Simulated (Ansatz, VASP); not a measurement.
## Ge in VASP and in Ansatz

```xyz
2
Lattice="-0.0849 2.7863 2.7863 2.7863 -0.0849 2.7863 2.7863 2.7863 -0.0849" Properties=species:S:1:pos:R:3 pbc="T T T"
Ge    2.7439    2.7439    2.7439
Ge    4.1159    4.1159    4.1159
```

Change from the starting cell: equal xy, yz and zx shear strains of -3 %, PAW files.

Alike in both runs: task electric field gradients; functional PBE; k mesh 10 × 10 × 10; occupations fermi-dirac, width 0.05 eV; no spin polarisation.

|  | VASP | Ansatz |
| --- | --- | --- |
| version | VASP 6.6.1 | Ansatz 0.2.0 |
| potentials or method | VASP PAW PBE potentials, release 64 (Ge_d) | PAW with Ansatz's default frozen-core files, scalar-relativistic |
| plane-wave cutoff (eV) | 520 | 420 |
| valence electrons in the cell | 28 | 28 |

```csv
,VASP,Ansatz,Ansatz less VASP
pressure (GPa),3.9,4.0,+0.07
"traceless stress, the component that is largest in VASP (GPa)",2.73,2.73,+0.006
rms of the force components (eV/Å),0.329,0.331,+0.0020
size of Vzz on the site where it differs most (V/Å²),30.0,29.8,-0.25
```

Atom by atom the forces differ by 0.002 eV/Å (rms over components).
